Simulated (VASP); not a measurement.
# Si29Sn3 (P1) in VASP: single point with PBEsol

Aim: the single point of Si29Sn3 with PBEsol.

All numbers are computed with VASP 6.6.1; they aren't measurements. Logs are shortened: lines on timing, memory, paths and dates and some standing lists are left out, and cuts for length are marked.

### Step 1. The cell of the first run

The typed cell holds 32 atoms: a = 11.065 Å, b = 11.065 Å, c = 5.532 Å, α = 90.00°, β = 90.00°, γ = 90.00°.

### Step 2. Single point, PBEsol

INCAR reads:

```
SYSTEM = Si29Sn3
  PREC = Accurate
  ENCUT = 520
  EDIFF = 1E-6
  ISMEAR = -1
  SIGMA = 0.05
  LREAL = Auto
  LASPH = .True.
  NELM = 80
  ALGO = Normal
  ISIF = 2
  LWAVE = .False.
  LCHARG = .False.
  GGA = PS
  NELECT = 160.0
  NBANDS = 101
```

KPOINTS reads:

```
regular mesh
0
Gamma
  2 2 1
  0 0 0
```

POSCAR reads:

```
Si29Sn3
1.0
   11.0647870000      0.0000000000      0.0000000000
    0.0000000000     11.0647870000      0.0000000000
    0.0000000000      0.0000000000      5.5323940000
Si Sn
29 3
Direct
    0.9935810000      0.9954620000      0.0389700000
    0.9932780000      0.4867880000      0.0036850000
    0.5039500000      0.0065820000      0.0045390000
    0.4934990000      0.4875880000      0.0093320000
    0.1246670000      0.1301510000      0.2522650000
    0.1234550000      0.6294800000      0.2345030000
    0.6169930000      0.1249790000      0.2563080000
    0.2518400000      0.2528090000      0.9826390000
    0.2604060000      0.7488750000      0.0336280000
    0.7428360000      0.2625290000      0.0011510000
    0.7428460000      0.7500840000      0.9995940000
    0.3748890000      0.8746200000      0.2400360000
    0.8728310000      0.3733510000      0.2522800000
    0.8655000000      0.8686400000      0.2630390000
    0.2551750000      0.0115360000      0.5100870000
    0.2431620000      0.5020140000      0.4976750000
    0.7545460000      0.9988430000      0.4974020000
    0.7557060000      0.5123270000      0.4818710000
    0.3685710000      0.1296900000      0.7414020000
    0.3738640000      0.6239280000      0.7515900000
    0.8811280000      0.1255580000      0.7178510000
    0.8724290000      0.6272490000      0.7384950000
    0.0009110000      0.2447650000      0.4806060000
    0.0011280000      0.7384690000      0.4916980000
    0.4922200000      0.2467520000      0.5040380000
    0.1340420000      0.3855360000      0.7361380000
    0.1334320000      0.8812210000      0.7512550000
    0.6234870000      0.3804830000      0.7471690000
    0.6157590000      0.8704540000      0.7586330000
    0.6241140000      0.6271370000      0.2545960000
    0.3761990000      0.3875420000      0.2827900000
    0.5039910000      0.7471280000      0.4942940000
```

Potentials or basis: VASP PAW PBE potentials, release 64 (Si, Sn_d).

On the command line:

```sh
$ cat potpaw_PBE.64/Si/POTCAR potpaw_PBE.64/Sn_d/POTCAR > POTCAR
$ mpirun -np 1 vasp_std > vasp.out
```

OUTCAR:

```text
SYSTEM = Si29Sn3
   PREC = Accurate
   ENCUT = 520
   EDIFF = 1E-6
   ISMEAR = -1
   LREAL = Auto
   LASPH = .True.
   NELM = 80
   ISIF = 2
   GGA = PS
   NELECT = 160.0

 ion  position               nearest neighbor table
   1  0.994  0.995  0.039-  14 2.35   5 2.39  27 2.55  21 2.60
   2  0.993  0.487  0.004-  13 2.29  26 2.42   6 2.49  22 2.52
   3  0.504  0.007  0.005-   7 2.28  29 2.38  12 2.42  19 2.49
   4  0.493  0.488  0.009-  31 2.28  28 2.36  20 2.46  30 2.51
   5  0.125  0.130  0.252-  23 2.25   1 2.39  15 2.42   8 2.46
   6  0.123  0.629  0.235-   9 2.30  24 2.30  16 2.42   2 2.49
[... 24 lines left out ...]
  31  0.376  0.388  0.283-  16 2.28   4 2.28  25 2.36   8 2.62
  32  0.504  0.747  0.494-  30 2.30  29 2.35  20 2.44  12 2.45

  LATTYP: Found a simple tetragonal cell.
 ALAT       =    11.0647870000
 C/A-ratio  =     0.5000000452

  Lattice vectors:

 A1 = (  11.0647870000,   0.0000000000,   0.0000000000)
 A2 = (   0.0000000000,  11.0647870000,   0.0000000000)
 A3 = (   0.0000000000,   0.0000000000,   5.5323940000)

Analysis of symmetry for initial positions (statically):
=====================================================================
 Subroutine PRICEL returns:
 Original cell was already a primitive cell.

 Routine SETGRP: Setting up the symmetry group for a
 simple tetragonal supercell.

 Subroutine GETGRP returns: Found  1 space group operations
 (whereof  1 operations were pure point group operations)
 out of a pool of 16 trial point group operations.

The static configuration has the point symmetry C_1 .

Analysis of symmetry for dynamics (positions and initial velocities):
=====================================================================
 Subroutine PRICEL returns:
 Original cell was already a primitive cell.

 Routine SETGRP: Setting up the symmetry group for a
 simple tetragonal supercell.

 Subroutine GETGRP returns: Found  1 space group operations
 (whereof  1 operations were pure point group operations)
 out of a pool of 16 trial point group operations.

The dynamic configuration has the point symmetry C_1 .

 Subroutine INISYM returns: Found  1 space group operations
 (whereof  1 operations are pure point group operations),
 and found     1 'primitive' translations

[... 136 lines left out ...]
   NSW    =      0    number of steps for IOM
   IBRION =     -1    ionic relax: 0-MD 1-quasi-New 2-CG
   NFREE  =      0    steps in history (QN), initial steepest desc. (CG)
   ISIF   =      2    stress and relaxation
   ISYM   =      2    0-nonsym 1-usesym 2-fastsym
   POTIM  = 0.5000    time-step for ionic-motion
   TEBEG  =    0.0;   TEEND  =   0.0 temperature during run
   PSTRESS=    0.0 pullay stress
   NELECT =     160.0000    total number of electrons
   NUPDOWN=      -1.0000    fix difference up-down
   EMIN   =  10.00;   EMAX   =-10.00  energy-range for DOS
   EFERMI =   0.00;   METHOD = LEGACY
   ISMEAR =    -1;   SIGMA  =   0.05  broadening in eV -4-tet -1-fermi 0-gaus
   EFERMI_NEDOS =   21; number of points for ismear=-14 and -15
   IALGO  =     38    algorithm
   IMIX   =      4    mixing-type and parameters
     AMIX     =   0.40;   BMIX     =  1.00
     AMIX_MAG =   1.60;   BMIX_MAG =  1.00
  volume/ion in A,a.u.               =      21.17       142.84
  Fermi-wavevector in a.u.,A,eV,Ry     =   1.012003  1.912408 13.934405  1.024150
  Thomas-Fermi vector in A             =   2.145086
   LORBIT       =      0    0 simple, 1 ext, 2 COOP (PROOUT), +10 PAW based schemes
   GGA     = PS    functional components
   LHFCALC =     F    Hartree Fock is set to
   AEXX    =    0.0000 exact exchange contribution
   IVDW    =     0    specifies the selected vdW correction
   LEPSILON=     F    determine dielectric tensor
   LRPA    =     F    only Hartree local field effects (RPA)
 non-spin polarized calculation
  energy-cutoff  :      520.00
  volume of cell :      677.33
 maximum number of plane-waves:     18284
 NGX is ok and might be reduce to    84
   NGX = 41   NGY = 41   NGZ = 21

 number of electron     160.0000005 magnetization

 Free energy of the ion-electron system (eV)
  ---------------------------------------------------
  ext. energy  EPLUGINS =         0.00000000
  ---------------------------------------------------
  free energy    TOTEN  =      -159.40880564 eV

  energy without entropy =     -159.31710833  energy(sigma->0) =     -159.36295698

 E-fermi :   6.2605     XC(G=0):  -9.6047

 val. band max:        6.2265128432   @ k =   0.0000   0.0000   0.0000
 cond. band min:       6.3046150805   @ k =   0.5000   0.0000   0.0000
 fundamental gap:      0.0781022373
 Fermi energy:         6.2604956902

 k-point     1 :       0.0000    0.0000    0.0000
  band No.  band energies     occupation
      1     -16.6602      2.00000
      2     -16.1126      2.00000
      3     -16.0908      2.00000
      4     -15.7596      2.00000
      5     -15.7441      2.00000
      6     -15.6855      2.00000
[... 369 lines left out ...]
     91       7.7656      0.00000
     92       7.9762      0.00000
 [bands above 92 left out]

------------------------ aborting loop because EDIFF is reached ----------------------------------------

  FORCE on cell =-STRESS in cart. coord.  units (eV):
  Direction    XX          YY          ZZ          XY          YZ          ZX
  --------------------------------------------------------------------------------------
  -------------------------------------------------------------------------------------
  Total       17.6869840     16.5853697     55.4539176     -0.7226185      2.9975210     -9.4065046
  in kB       41.8374444     39.2316453    131.1727420     -1.7093085      7.0904468    -22.2504929
  external PRESSURE =      70.7472772 kB  Pullay stress =       0.0000000 kB

 VOLUME and BASIS-vectors are now :
 -----------------------------------------------------------------------------
  energy-cutoff  :      520.00
  volume of cell :      677.33
      direct lattice vectors                 reciprocal lattice vectors
    11.064787000  0.000000000  0.000000000     0.090376796  0.000000000  0.000000000
     0.000000000 11.064787000  0.000000000     0.000000000  0.090376796  0.000000000
     0.000000000  0.000000000  5.532394000     0.000000000  0.000000000  0.180753576

 POSITION                                       TOTAL-FORCE (eV/Angst)
 -----------------------------------------------------------------------------------
     10.99376     11.01457      0.21560         0.443834      0.392336     -1.701549
     10.99041      5.38621      0.02039         0.748819      1.436729     -0.876385
      5.57610      0.07283      0.02511        -1.205297     -0.563605     -0.718341
      5.46046      5.39506      0.05163         1.513982      1.950330     -3.420697
      1.37941      1.44009      1.39563         0.732381     -0.684176     -0.856196
      1.36600      6.96506      1.29736        -0.347195     -1.253505      0.244065
[... 24 lines left out ...]
      4.16256      4.28807      1.56451        -1.021625     -2.490009     -1.039475
      5.57655      8.26681      2.73463        -4.179256      2.970575      2.856524
 -----------------------------------------------------------------------------------
    total drift:                                0.005084     -0.019710     -0.014038

  FREE ENERGIE OF THE ION-ELECTRON SYSTEM (eV)
  ---------------------------------------------------
  free  energy   TOTEN  =      -159.4088056354 eV

  energy  without entropy=     -159.3171083315  energy(sigma->0) =     -159.36295698
```

OSZICAR:

```text
N       E                     dE             d eps       ncg     rms          rms(c)
DAV:   1     0.938397810297E+03    0.93840E+03   -0.63605E+04   808   0.148E+03
DAV:   2    -0.176138027567E+02   -0.95601E+03   -0.90283E+03   872   0.302E+02
DAV:   3    -0.154370038177E+03   -0.13676E+03   -0.12943E+03   959   0.126E+02
DAV:   4    -0.162938707564E+03   -0.85687E+01   -0.83459E+01   968   0.321E+01
DAV:   5    -0.163360429140E+03   -0.42172E+00   -0.41853E+00  1192   0.691E+00    0.195E+01
DAV:   6    -0.160465096670E+03    0.28953E+01   -0.22337E+00   944   0.442E+00    0.116E+01
DAV:   7    -0.159412666030E+03    0.10524E+01   -0.31959E+00   976   0.468E+00    0.936E-01
DAV:   8    -0.159405163547E+03    0.75025E-02   -0.33122E-01   968   0.251E+00    0.775E-01
DAV:   9    -0.159408691288E+03   -0.35277E-02   -0.28433E-02  1008   0.544E-01    0.310E-01
DAV:  10    -0.159408560156E+03    0.13113E-03   -0.33766E-03   968   0.227E-01    0.124E-01
DAV:  11    -0.159408793791E+03   -0.23363E-03   -0.52973E-04   960   0.839E-02    0.766E-02
DAV:  12    -0.159408804807E+03   -0.11016E-04   -0.45618E-05  1048   0.455E-02    0.289E-02
DAV:  13    -0.159408805463E+03   -0.65659E-06   -0.12821E-05   952   0.116E-02    0.586E-03
DAV:  14    -0.159408805635E+03   -0.17202E-06   -0.13614E-06   568   0.511E-03
   1 F= -.15940881E+03 E0= -.15936296E+03  d E =-.916973E-01
```

Wall time 3 min (1 thread of AMD EPYC 9R45 (Zen 5), shared host); peak memory 0.64 GiB.

Results:

```yaml
Free_energy: -159.4088 eV
Largest_force: 5.884 eV/Å
```

Forces in eV/Å, atoms in the order of the input:
```
Si   0.444  0.392 -1.702
Si   0.749  1.437 -0.876
Si  -1.205 -0.564 -0.718
Si   1.514  1.950 -3.421
Si   0.732 -0.684 -0.856
Si  -0.347 -1.254  0.244
Si   1.191  0.542  0.165
Si  -0.893 -0.024  0.540
Si  -0.993 -0.343 -2.508
Si   0.400 -1.407 -0.412
Si   1.821  1.250 -1.645
Si  -0.131  2.511  0.679
Si  -0.219 -0.237  0.511
Si   0.597 -0.597 -0.344
Si  -0.797 -1.197 -1.502
Si  -1.432  3.481  1.171
Si  -1.350  0.074  0.478
Si   1.432 -2.867  2.069
Si   1.353 -0.077  1.262
Si  -1.099 -1.175  1.500
Si  -0.464 -0.191  2.275
Si   0.312 -0.198  1.149
Si   0.331  1.624  0.736
Si   0.058  1.489  0.497
Si   2.134 -0.907  1.356
Si  -1.879 -1.749  0.775
Si  -0.680 -0.724  0.759
Si  -0.133  0.085 -0.643
Si   2.146  2.377  1.092
Sn   1.609 -3.499 -4.449
Sn  -1.022 -2.490 -1.039
Sn  -4.179  2.971  2.857
```

Levels at points of the mesh, in eV from the Fermi level:
```tsv
k point	band 76	band 77	band 78	band 79	band 80	band 81	band 82	band 83	band 84	band 85
(0.00, 0.00, 0.00)	-1.53	-0.51	-0.36	-0.23	-0.16	-0.03	0.10	0.16	0.20	0.32
(0.50, 0.00, 0.00)	-1.20	-1.17	-1.10	-1.08	-0.07	0.04	0.72	0.81	1.06	1.19
(0.00, 0.50, 0.00)	-1.32	-1.18	-1.15	-0.98	-0.08	0.05	0.79	0.82	1.10	1.17
(0.50, 0.50, 0.00)	-0.99	-0.76	-0.54	-0.43	0.36	0.50	0.51	0.73	1.12	1.17
```

Caveat: the k points lie up to 1.14 Å⁻¹ apart; the cell carries a net charge on a neutralising background, which shifts energy and pressure; the cell is charged against a uniform background, so pressure and absolute levels hang on convention; the PAW data sets were made with another functional, which shifts forces and pressure a little; spin-orbit coupling is left out, which moves the levels of the heavy elements.
